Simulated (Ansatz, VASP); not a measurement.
**Two plane-wave programs on BN**

Contents of POSCAR:

```
BN
1.0
    2.4413919117      0.0000000000      0.0000000000
   -1.2206959559      2.1143074161      0.0000000000
    0.0000000000      0.0000000000      6.8277300000
B N
2 2
Direct
    0.3333333333      0.6666666667      0.2500000000
    0.6666666667      0.3333333333      0.7500000000
    0.3333333333      0.6666666667      0.7500000000
    0.6666666667      0.3333333333      0.2500000000
```

Contents of INCAR.step1:

```
SYSTEM = BN
  ALGO = Normal
  EDIFF = 1E-4
  ENCUT = 520
  GGA = PE
  ISMEAR = 0
  LASPH = .True.
  LCHARG = .False.
  LREAL = .False.
  LWAVE = .True.
  NBANDS = 16
  NELM = 60
  PREC = Accurate
  SIGMA = 0.05
```

Contents of INCAR.step2:

```
SYSTEM = BN
  ALGO = Normal
  EDIFF = 1E-7
  ENCUT = 520
  ISIF = 2
  ISMEAR = 0
  ISTART = 1
  LASPH = .True.
  LCHARG = .True.
  LELF = .True.
  LMIXTAU = .True.
  LREAL = .False.
  LVHAR = .True.
  LWAVE = .False.
  METAGGA = R2SCAN
  NBANDS = 16
  NELM = 60
  PREC = Accurate
  SIGMA = 0.05
```

Contents of KPOINTS:

```
k-points
0
Gamma
  12 12 4
  0 0 0
```

Input for Ansatz:

```yaml
crystal:
  lattice:
    - [2.4413919117, 0.0, 0.0]
    - [-1.2206959559, 2.1143074161, 0.0]
    - [0.0, 0.0, 6.82773]
  atoms:
    - { symbol: B, position: [0.3333333333, 0.6666666667, 0.25] }
    - { symbol: B, position: [0.6666666667, 0.3333333333, 0.75] }
    - { symbol: "N", position: [0.3333333333, 0.6666666667, 0.75] }
    - { symbol: "N", position: [0.6666666667, 0.3333333333, 0.25] }
basis:
  ecutwfc: 500
kpoints:
  mp_grid: { grid: [12, 12, 4] }
hamiltonian:
  xc: r2scan
scf:
  occupations: { method: gaussian, width: 0.05 }
output:
  forces: true
  stress: true
  eigenvalues: true
```

Change from the starting cell: strain -0.025 along x and y, +0.025 along z, atoms carried along.

Alike in both runs: task single point; functional r2SCAN; k mesh 12 × 12 × 4; occupations gaussian, width 0.05 eV; no spin polarisation.

```csv
,VASP,Ansatz
version,VASP 6.6.1,Ansatz 0.2.0
potentials or method,"VASP PAW PBE potentials, release 64 (B, N), cutoff 520 eV","scalar-relativistic, plane waves, PAW"
valence electrons in the cell,16,16
```

Ansatz gave:

```
gap on the k mesh at the Fermi level (eV)                     : 5.00
least direct gap on the mesh (eV)                             : 5.50
pressure (GPa)                                                : 19.3
traceless stress, the component that is largest in VASP (GPa) : -19.10
```

Q: What did VASP give for the same quantities?

A: gap on the k mesh at the Fermi level (eV): 5.04; least direct gap on the mesh (eV): 5.57; pressure (GPa): 19.7; traceless stress, the component that is largest in VASP (GPa): -19.84.

VASP's potentials were made for PBE, not for r2SCAN.
